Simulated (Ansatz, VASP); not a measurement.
**One calculation of Ni, two programs**

The input INCAR:

```
SYSTEM = Ni
PREC = Accurate
ENCUT = 520
EDIFF = 1E-6
ISMEAR = 0
SIGMA = 0.05
LREAL = .False.
LASPH = .True.
NELM = 150
ALGO = Fast
ISIF = 2
LWAVE = .False.
LCHARG = .False.
ISPIN = 2
MAGMOM = 0.64
LORBIT = 11
LMAXMIX = 4
GGA = PE
NBANDS = 15
```

File KPOINTS:

```
Automatic mesh
0
Gamma
  16 16 16
  0 0 0
```

File POSCAR:

```
Ni
1.0
    0.0000000000      1.7619350000      1.7619350000
    1.7619350000      0.0000000000      1.7619350000
    1.7619350000      1.7619350000      0.0000000000
Ni
1
Direct
    0.0000000000      0.0000000000      0.0000000000
```

Input for Ansatz:

```yaml
crystal:
  lattice:
    - [0.0, 1.761935, 1.761935]
    - [1.761935, 0.0, 1.761935]
    - [1.761935, 1.761935, 0.0]
  atoms:
    - { symbol: Ni, position: [0.0, 0.0, 0.0], spin: 0.64 }
magnetization:
  spin_polarized: true
basis:
  ecutwfc: 420
  fft_grid_basis: typed
kpoints:
  mp_grid: { grid: [16, 16, 16] }
hamiltonian:
  xc: pbe
scf:
  occupations: { method: gaussian, width: 0.05 }
  n_extra_bands: 8
output:
  forces: true
  stress: false
  eigenvalues: true
  bader: false
  write_density: false
  volumetric_format: npy
  populations: true
  band_densities:
    - { e_range: [-0.25, 0.25] }
    - { e_range: [-1.2, 0.0] }
    - { e_range: [0.0, 1.2] }
    - { e_range: [-9.17, -6.1] }
    - { e_range: [-6.1, -3.05] }
  dos:
    e_range: [-30, 8]
    de: 0.02
    method: { smearing: { sigma: 0.03, scheme: gaussian } }
    projected: { site_lists: { Ni: [Ni] } }
checkpoint:
  read: start.run
  write: ck
  compress: false
  write_wavefunctions: false
  write_every: 100000
```

Alike in both runs: task single point; functional PBE; k mesh 16 × 16 × 16; occupations gaussian, width 0.05 eV; collinear spin.

```csv
,VASP,Ansatz
version,VASP 6.6.1,Ansatz 0.2.0
potentials or method,"VASP PAW PBE potentials, release 64 (Ni), cutoff 520 eV","scalar-relativistic, plane waves, PAW"
valence electrons in the cell,10,18
```

```tsv
	VASP	Ansatz	Ansatz less VASP
gap on the k mesh at the Fermi level (eV)	none	none	-
net moment per atom (μB)	0.60	0.60	+0.004
size of the moment on the site where the two differ most (μB)	0.61	0.64	+0.031
```

Site moments also hang on the region over which each program counts them. A gap of «none» marks a metal or a gap that the smearing closes. The functional is the same, so the differences come from potentials, cutoffs and numerics. VASP's potentials hold 10 valence electrons a cell and Ansatz's 18, so a difference there can come from the potentials and not from the codes. Ansatz's warnings: stability check not made.
